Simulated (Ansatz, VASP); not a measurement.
# GaBAs2 in VASP and in Ansatz

```xyz
4
Lattice="3.6907 0.0000 0.0000 0.0000 3.6907 0.0000 0.0000 0.0000 5.4102" Properties=species:S:1:pos:R:3 pbc="T T T"
B     0.0000    0.0000    0.0000
As    0.0000    1.8453    1.1472
As    1.8453    0.0000    4.2631
Ga    1.8453    1.8453    2.7051
```

Alike in both runs: task single point; functional PBE; k mesh 6 × 6 × 4; no spin polarisation.

|  | VASP | Ansatz |
| --- | --- | --- |
| version | VASP 6.6.1 | Ansatz 0.2.0 |
| potentials or method | VASP PAW PBE potentials, release 64 (B, As, Ga_d) | plane waves, PAW |
| plane-wave cutoff (eV) | 520 | 420 |
| occupations | gaussian, width 0.01 eV | fixed |
| valence electrons in the cell | 26 | 46 |

```tsv
	VASP	Ansatz	Ansatz less VASP
gap on the k mesh at the Fermi level (eV)	0.43	0.44	+0.011
pressure (GPa)	0.3	0.0	-0.26
rms of the force components (eV/Å)	0.004	0.000	-0.0037
```

VASP's potentials hold 26 valence electrons a cell and Ansatz's 46, so a difference there can come from the potentials and not from the codes.
